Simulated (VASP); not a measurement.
Set up this calculation in VASP 6.6.1, as the native input.

```yaml
Task: relaxation of the atoms
Functional: PBE
Potentials_or_basis: VASP PAW PBE potentials, release 64 (Si, C)
Cutoff: 520 eV
k_mesh: 8 × 5 × 1
Occupations: fermi-dirac, width 0.02 eV
Spin: no spin polarisation
Dipole_correction: yes
Further_INCAR_settings: ALGO = Normal; EDIFF = 1e-07; IBRION = 2; EDIFFG = -0.01; NSW = 60
```

The structure of SiC lies in POSCAR:

```
SiC
1.0
    3.0919181390      0.0000000000      0.0000000000
    0.0000000000      5.0742764844      0.0000000000
    0.0000000000      0.0000000000     16.8926000000
Si C
2 2
Direct
    0.7500000000      0.5620818710      0.4735813350
    0.2500000000      0.0620818710      0.5264186650
    0.7500000000      0.9379181290      0.4735813350
    0.2500000000      0.4379181290      0.5264186650
```

The input as run:

INCAR

```
PREC = Accurate
ENCUT = 520
EDIFF = 1E-7
ISMEAR = -1
SIGMA = 0.02
LREAL = F
LASPH = T
NELM = 60
ALGO = Normal
ISIF = 2
LWAVE = F
LCHARG = F
LDIPOL = T
IDIPOL = 3
DIPOL = 0.5 0.5 0.500
GGA = PE
IBRION = 2
NSW = 60
EDIFFG = -0.01
```

KPOINTS

```
Automatic mesh
0
Gamma
  8 5 1
```

Potentials or basis: VASP PAW PBE potentials, release 64 (Si, C).

Run with:

```sh
$ cat potpaw_PBE.64/Si/POTCAR potpaw_PBE.64/C/POTCAR > POTCAR
$ mpirun -np 1 vasp_std > vasp.out
```

It gave:

The energy gained by relaxing is 613.1 meV/atom. The ionic steps are 11 and the largest force after relaxing is 0.010 eV/Å. The band gap on the k mesh is 2.77 eV (least direct gap 2.95 eV).

It took 3.7 min on 1 thread of Intel(R) Xeon(R) 6975P-C (Granite Rapids), with other jobs on the host, peak memory 0.35 GiB.
